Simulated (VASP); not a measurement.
Input of a VASP 6.6.1 run:

INCAR

```
SYSTEM = Os3Au
PREC = Accurate
ENCUT = 600
EDIFF = 1E-6
ISMEAR = 0
SIGMA = 0.2
LREAL = .False.
LASPH = .True.
NELM = 120
ALGO = Normal
ISIF = 2
LWAVE = .False.
LCHARG = .False.
GGA = PE
NBANDS = 26
GGA_COMPAT = .False.
```

Contents of KPOINTS:

```
regular mesh
0
Gamma
  5 5 5
  0 0 0
```

POSCAR

```
Os3Au
1.0
    3.3348894006      0.0000000000      0.0000000000
    0.0000000000      3.3348894006      0.0000000000
    0.0000000000      0.0000000000      5.6266600818
Os Au
3 1
Direct
    0.0000000000      0.0000000000      0.2239716004
    0.0000000000      0.0000000000      0.7760283996
    0.5000000000      0.5000000000      0.0000000000
    0.5000000000      0.5000000000      0.5000000000
```

Potentials or basis: VASP PAW PBE potentials, release 64 (Os, Au).

Run with:

```sh
$ cat potpaw_PBE.64/Os/POTCAR potpaw_PBE.64/Au/POTCAR > POTCAR
$ mpirun -np 1 vasp_std > vasp.out
```

(1) Estimate the band gap on the k mesh.

(2) What does it give for the pressure?

(3) Predict the largest force.

Answers

(1) zero (an odd number of electrons rules out a gap without spin polarisation).

(2) 0.1 GPa.

(3) 0.034 eV/Å.

Caveat: the k points lie up to 0.38 Å⁻¹ apart, too coarse for converged energies and pressures of a metal; spin-orbit coupling is left out, which moves the levels of the heavy elements.
